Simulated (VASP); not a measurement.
**Zr: single point with PBE**

Crystal: Zr.

```
Zr
1.0
     3.23147    0.00000    0.00000
    -1.61574    2.79854    0.00000
     0.00000    0.00000    5.17177
Zr
2
Cartesian
  0.0000 1.8657 1.2929
  1.6157 0.9328 3.8788
```

```
Program                : VASP 6.6.1
Task                   : single point
Functional             : PBE
Potentials or basis    : VASP PAW PBE potentials, release 64 (Zr_sv)
Cutoff                 : 520 eV
k mesh                 : 15 × 15 × 8
Occupations            : fermi-dirac, width 0.05 eV
Spin                   : no spin polarisation
Dipole correction      : no
Further INCAR settings : ALGO = Normal; EDIFF = 1e-06; NBANDS = 19
```

```json
{
  "Pressure": "0.0 GPa",
  "Band gap on the k mesh": "zero (bands 12 and 13 overlap by 1.18 eV)"
}
```

Levels at points of the mesh, in eV from the Fermi level:
```csv
k point,band 10,band 11,band 12,band 13,band 14,band 15
"(0.00, 0.00, 0.00)",-3.03,0.86,0.86,0.96,1.10,1.54
"(0.00, 0.00, 0.50)",-3.97,0.01,0.01,0.77,0.77,0.77
```

Run time: 26 s on 1 thread of Intel(R) Xeon(R) 6975P-C (Granite Rapids), with other jobs on the host, peak memory 0.22 GiB.
